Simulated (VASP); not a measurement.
A run of VASP 6.6.1:

INCAR

```
SYSTEM = C
  ALGO = Normal
  EDIFF = 1E-6
  ENCUT = 520
  GGA = PE
  ISIF = 2
  ISMEAR = 0
  LASPH = .TRUE.
  LCHARG = .FALSE.
  LREAL = .FALSE.
  LWAVE = .FALSE.
  NBANDS = 11
  NELM = 60
  PREC = Accurate
  SIGMA = 0.05
```

File KPOINTS:

```
k-points
0
G
  12 12 12
  0 0 0
```

Contents of POSCAR:

```
C
1.0
    0.0000000000      2.0045235148      1.4171981250
    2.0045235148      0.0000000000      1.4171981250
    2.0045235148      2.0045235148      0.0000000000
C
2
Direct
    0.5000000000      0.5000000000      0.5000000000
    0.7500000000      0.7500000000      0.7500000000
```

Potentials or basis: VASP PAW PBE potentials, release 64 (C).

Run with:

```sh
$ cat potpaw_PBE.64/C/POTCAR > POTCAR
$ mpirun -np 1 vasp_std > vasp.out
```

Hardware: 1 thread of Intel(R) Xeon(R) Platinum 8259CL CPU @ 2.50GHz (Skylake/Cascade Lake), on a shared host.

Q: Estimate the wall time of this run.

A: Run time: 13 s on 1 thread of Intel(R) Xeon(R) Platinum 8259CL CPU @ 2.50GHz (Skylake/Cascade Lake), with other jobs on the host, peak memory 0.12 GiB. Counts: scf iterations 11, k points 163.
